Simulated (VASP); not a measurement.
# VGe3 (Pm-3n) in VASP: electric field gradients with PBE

Aim: the electric field gradients of VGe3 with PBE.

All numbers are computed with VASP 6.6.1; they aren't measurements. Logs are shortened: lines on timing, memory, paths and dates and some standing lists are left out, and cuts for length are marked.

## Step 1: The cell of the first run

Symmetry: Pm-3n, No. 223, cubic system. Conventional cell: a = 4.768 Å, b = 4.768 Å, c = 4.768 Å, α = 90.00°, β = 90.00°, γ = 90.00°. Within 3.5 Å of V (site symmetry m-3) lie 12 Ge at 2.67 Å. Within 3.1 Å of Ge (site symmetry -4m2) lie 10 Ge at 2.38 to 2.92 Å and 4 V at 2.67 Å.

## Step 2: Electric field gradients, PBE, collinear spin, ferromagnetic start

Contents of INCAR:

```
  PREC = Accurate
  ENCUT = 520
  EDIFF = 1E-8
  ISMEAR = -1
  SIGMA = 0.05
  LREAL = F
  LASPH = T
  NELM = 150
  ALGO = Normal
  ISIF = 2
  LWAVE = F
  LCHARG = F
  ISPIN = 2
  MAGMOM = 1.5 1.5 0 0 0 0 0 0
  LORBIT = 11
  LMAXMIX = 4
  GGA = PE
  LEFG = T
  NBANDS = 69
```

Contents of KPOINTS:

```
regular mesh
0
Gamma
  7 7 7
```

Contents of POSCAR:

```
VGe3
1.0
    4.7680000000      0.0000000000      0.0000000000
    0.0000000000      4.7680000000      0.0000000000
    0.0000000000      0.0000000000      4.7680000000
V Ge
2 6
Direct
    0.0000000000      0.0000000000      0.0000000000
    0.5000000000      0.5000000000      0.5000000000
    0.2500000000      0.0000000000      0.5000000000
    0.5000000000      0.7500000000      0.0000000000
    0.7500000000      0.0000000000      0.5000000000
    0.5000000000      0.2500000000      0.0000000000
    0.0000000000      0.5000000000      0.7500000000
    0.0000000000      0.5000000000      0.2500000000
```

Potentials or basis: VASP PAW PBE potentials, release 64 (V_sv, Ge_d).

Command:

```sh
$ cat potpaw_PBE.64/V_sv/POTCAR potpaw_PBE.64/Ge_d/POTCAR > POTCAR
$ mpirun -np 1 vasp_std > vasp.out
```

OUTCAR:

```text
PREC = Accurate
   ENCUT = 520
   EDIFF = 1E-8
   ISMEAR = -1
   LREAL = F
   LASPH = T
   NELM = 150
   ISIF = 2
   ISPIN = 2
   LORBIT = 11
   GGA = PE

 ion  position               nearest neighbor table
   1  0.000  0.000  0.000-   3 2.67   4 2.67   5 2.67   6 2.67   7 2.67   8 2.67   3 2.67   5 2.67
                             7 2.67   8 2.67   4 2.67   6 2.67
   2  0.500  0.500  0.500-   3 2.67   4 2.67   5 2.67   6 2.67   7 2.67   8 2.67   4 2.67   6 2.67
                             3 2.67   5 2.67   7 2.67   8 2.67
   3  0.250  0.000  0.500-   5 2.38   5 2.38   1 2.67   1 2.67   2 2.67   2 2.67   8 2.92   4 2.92
                             4 2.92   6 2.92   6 2.92   7 2.92   8 2.92   7 2.92
   4  0.500  0.750  0.000-   6 2.38   6 2.38   1 2.67   2 2.67   2 2.67   1 2.67   8 2.92   5 2.92
                             3 2.92   5 2.92   3 2.92   7 2.92   7 2.92   8 2.92
   5  0.750  0.000  0.500-   3 2.38   3 2.38   1 2.67   1 2.67   2 2.67   2 2.67   8 2.92   4 2.92
                             4 2.92   6 2.92   6 2.92   7 2.92   8 2.92   7 2.92
   6  0.500  0.250  0.000-   4 2.38   4 2.38   1 2.67   2 2.67   2 2.67   1 2.67   8 2.92   3 2.92
                             3 2.92   5 2.92   5 2.92   7 2.92   7 2.92   8 2.92
   7  0.000  0.500  0.750-   8 2.38   8 2.38   1 2.67   2 2.67   1 2.67   2 2.67   3 2.92   4 2.92
                             5 2.92   3 2.92   5 2.92   6 2.92   4 2.92   6 2.92
   8  0.000  0.500  0.250-   7 2.38   7 2.38   1 2.67   2 2.67   1 2.67   2 2.67   3 2.92   4 2.92
                             5 2.92   3 2.92   5 2.92   6 2.92   4 2.92   6 2.92

  LATTYP: Found a simple cubic cell.
 ALAT       =     4.7680000000

  Lattice vectors:

 A1 = (   4.7680000000,   0.0000000000,   0.0000000000)
 A2 = (   0.0000000000,   4.7680000000,   0.0000000000)
 A3 = (   0.0000000000,   0.0000000000,   4.7680000000)

Analysis of symmetry for initial positions (statically):
=====================================================================
 Subroutine PRICEL returns:
 Original cell was already a primitive cell.

 Routine SETGRP: Setting up the symmetry group for a
 simple cubic supercell.

 Subroutine GETGRP returns: Found 48 space group operations
 (whereof 24 operations were pure point group operations)
 out of a pool of 48 trial point group operations.

The static configuration has the point symmetry T_h .
 The point group associated with its full space group is O_h .

Analysis of symmetry for dynamics (positions and initial velocities):
=====================================================================
 Subroutine PRICEL returns:
 Original cell was already a primitive cell.

 Routine SETGRP: Setting up the symmetry group for a
 simple cubic supercell.

 Subroutine GETGRP returns: Found 48 space group operations
 (whereof 24 operations were pure point group operations)
 out of a pool of 48 trial point group operations.

The dynamic configuration has the point symmetry T_h .
 The point group associated with its full space group is O_h .

Analysis of structural, dynamic, and magnetic symmetry:
=====================================================================
 Subroutine PRICEL returns:
 Original cell was already a primitive cell.

 Routine SETGRP: Setting up the symmetry group for a
 simple cubic supercell.

 Subroutine GETGRP returns: Found 48 space group operations
 (whereof 24 operations were pure point group operations)
 out of a pool of 48 trial point group operations.

The overall configuration has the point symmetry T_h .
 The point group associated with its full space group is O_h .

 Subroutine INISYM returns: Found 48 space group operations
 (whereof 24 operations are pure point group operations),
 and found     1 'primitive' translations

----------------------------------------------------------------------------------------

                                     Primitive cell

  volume of cell :     108.3949

[... 138 lines left out ...]
  ---------------------------------------------------
  free energy    TOTEN  =       -41.63602591 eV

  energy without entropy =      -41.59718167  energy(sigma->0) =      -41.61660379

 E-fermi :  10.7309     XC(G=0): -12.9939

 val. band max:       10.7245550624   @ k =   0.4286   0.4286   0.0000
 cond. band min:      10.7327588396   @ k =   0.4286   0.0000   0.0000
 fundamental gap:      0.0082037772
 Fermi energy:        10.7309002182

 spin component 1

 k-point     1 :       0.0000    0.0000    0.0000
  band No.  band energies     occupation
      1     -53.7235      1.00000
      2     -53.7227      1.00000
      3     -27.6457      1.00000
      4     -27.6457      1.00000
      5     -27.6457      1.00000
      6     -27.6388      1.00000
[... 1389 lines left out ...]
     66      15.1600      0.00000
     67      15.5584      0.00000
 Fermi energy:        10.7309002182

 spin component 2

 k-point     1 :       0.0000    0.0000    0.0000
  band No.  band energies     occupation
      1     -52.6170      1.00000
      2     -52.6161      1.00000
      3     -26.5479      1.00000
      4     -26.5479      1.00000
      5     -26.5479      1.00000
      6     -26.5406      1.00000
[... 1389 lines left out ...]
     66      15.2665      0.00000
     67      15.7707      0.00000
 [bands above 67 left out]

------------------------ aborting loop because EDIFF is reached ----------------------------------------

  FORCE on cell =-STRESS in cart. coord.  units (eV):
  Direction    XX          YY          ZZ          XY          YZ          ZX
  --------------------------------------------------------------------------------------
  -------------------------------------------------------------------------------------
  Total       19.5594178     19.5594178     19.5594178     -0.0000000      0.0000000     -0.0000000
  in kB      289.1064398    289.1064398    289.1064398     -0.0000000      0.0000000     -0.0000000
  external PRESSURE =     289.1064398 kB  Pullay stress =       0.0000000 kB

 VOLUME and BASIS-vectors are now :
 -----------------------------------------------------------------------------
  energy-cutoff  :      520.00
  volume of cell :      108.39
      direct lattice vectors                 reciprocal lattice vectors
     4.768000000  0.000000000  0.000000000     0.209731544  0.000000000  0.000000000
     0.000000000  4.768000000  0.000000000     0.000000000  0.209731544  0.000000000
     0.000000000  0.000000000  4.768000000     0.000000000  0.000000000  0.209731544

 POSITION                                       TOTAL-FORCE (eV/Angst)
 -----------------------------------------------------------------------------------
      0.00000      0.00000      0.00000        -0.000000      0.000000     -0.000000
      2.38400      2.38400      2.38400        -0.000000      0.000000     -0.000000
      1.19200      0.00000      2.38400         0.000000     -0.000000      0.000000
      2.38400      3.57600      0.00000        -0.000000      0.000000     -0.000000
      3.57600      0.00000      2.38400        -0.000000     -0.000000     -0.000000
      2.38400      1.19200      0.00000         0.000000     -0.000000     -0.000000
      0.00000      2.38400      3.57600        -0.000000      0.000000      0.000000
      0.00000      2.38400      1.19200        -0.000000     -0.000000     -0.000000
 -----------------------------------------------------------------------------------
    total drift:                                0.000000      0.000000     -0.000000

  FREE ENERGIE OF THE ION-ELECTRON SYSTEM (eV)
  ---------------------------------------------------
  free  energy   TOTEN  =       -41.6360259119 eV

  energy  without entropy=      -41.5971816730  energy(sigma->0) =      -41.61660379

 Electric field gradients (V/A^2)
---------------------------------------------------------------------
 ion       V_xx      V_yy      V_zz      V_xy      V_xz      V_yz
---------------------------------------------------------------------
   1      -0.000    -0.000    -0.000     0.000     0.000     0.000
   2      -0.000    -0.000     0.000     0.000     0.000     0.000
   3     -21.672    10.836    10.836     0.000     0.000     0.000
   4      10.836   -21.672    10.836     0.000    -0.000    -0.000
   5     -21.672    10.836    10.836    -0.000     0.000     0.000
   6      10.836   -21.672    10.836     0.000    -0.000    -0.000
   7      10.836    10.836   -21.672    -0.000     0.000     0.000
   8      10.836    10.836   -21.672     0.000     0.000     0.000
---------------------------------------------------------------------

 Electric field gradients after diagonalization (V/A^2)
 (convention: |V_zz| > |V_xx| > |V_yy|)
----------------------------------------------------------------------
 ion       V_xx      V_yy      V_zz     asymmetry (V_yy - V_xx)/ V_zz
----------------------------------------------------------------------
   1      -0.000    -0.000    -0.000      -0.390
   2      -0.000     0.000    -0.000      -0.380
   3      10.836    10.836   -21.672       0.000
   4      10.836    10.836   -21.672       0.000
   5      10.836    10.836   -21.672       0.000
   6      10.836    10.836   -21.672       0.000
   7      10.836    10.836   -21.672       0.000
   8      10.836    10.836   -21.672       0.000
----------------------------------------------------------------------

           NMR quadrupolar parameters

 Cq : quadrupolar parameter    Cq=e*Q*V_zz/h
 eta: asymmetry parameters     (V_yy - V_xx)/ V_zz
 Q  : nuclear electric quadrupole moment in mb (millibarn)
----------------------------------------------------------------------
 ion       Cq(MHz)       eta       Q (mb)
----------------------------------------------------------------------
   1      -0.000      -0.390       1.000
   2      -0.000      -0.380       1.000
   3      -0.052       0.000       1.000
   4      -0.052       0.000       1.000
   5      -0.052       0.000       1.000
   6      -0.052       0.000       1.000
   7      -0.052       0.000       1.000
   8      -0.052       0.000       1.000
----------------------------------------------------------------------

 total charge

# of ion       s       p       d       tot
------------------------------------------
    1        2.237   6.191   3.262  11.691
    2        2.237   6.191   3.262  11.691
    3        1.175   1.255  10.116  12.545
    4        1.175   1.255  10.116  12.545
    5        1.175   1.255  10.116  12.545
    6        1.175   1.255  10.116  12.545
    7        1.175   1.255  10.116  12.545
    8        1.175   1.255  10.116  12.545
--------------------------------------------------
tot         11.523  19.909  67.219  98.652

 magnetization (x)

# of ion       s       p       d       tot
------------------------------------------
    1        0.018   0.026   1.136   1.181
    2        0.018   0.026   1.136   1.181
    3       -0.010   0.005   0.009   0.003
    4       -0.010   0.005   0.009   0.003
    5       -0.010   0.005   0.009   0.003
    6       -0.010   0.005   0.009   0.003
    7       -0.010   0.005   0.009   0.003
    8       -0.010   0.005   0.009   0.003
--------------------------------------------------
tot         -0.023   0.080   2.325   2.382
```

Wall time 5.4 min (1 thread of Intel Xeon Platinum 8259CL at 2.50GHz (Skylake/Cascade Lake), shared host); peak memory 0.37 GiB.

Results:

```yaml
Free_energy: -41.6360 eV
Pressure: 28.9 GPa
Net_moment: 2.75 μB per cell
Site_moments: V +1.18; Ge +0.00 μB
Largest_electric_field_gradient_by_atom: V -0.0; Ge -21.7 V/Å²
Valence_electrons_inside_the_program's_atomic_spheres: V 11.69; Ge 12.54
```

Electric field gradients, principal values (V/Å²):
| atom | least | middle | greatest (by size) |
| --- | --- | --- | --- |
| 1 V | 0.000 | 0.000 | 0.000 |
| 2 V | 0.000 | 0.000 | 0.000 |
| 3 Ge | 10.836 | 10.836 | -21.672 |
| 4 Ge | 10.836 | 10.836 | -21.672 |
| 5 Ge | 10.836 | 10.836 | -21.672 |
| 6 Ge | 10.836 | 10.836 | -21.672 |
| 7 Ge | 10.836 | 10.836 | -21.672 |
| 8 Ge | 10.836 | 10.836 | -21.672 |

Caveat: the cell stands under pressure; without QUAD_EFG the Cq values of the log hold for a quadrupole moment of 1 mb, not for the nuclei.
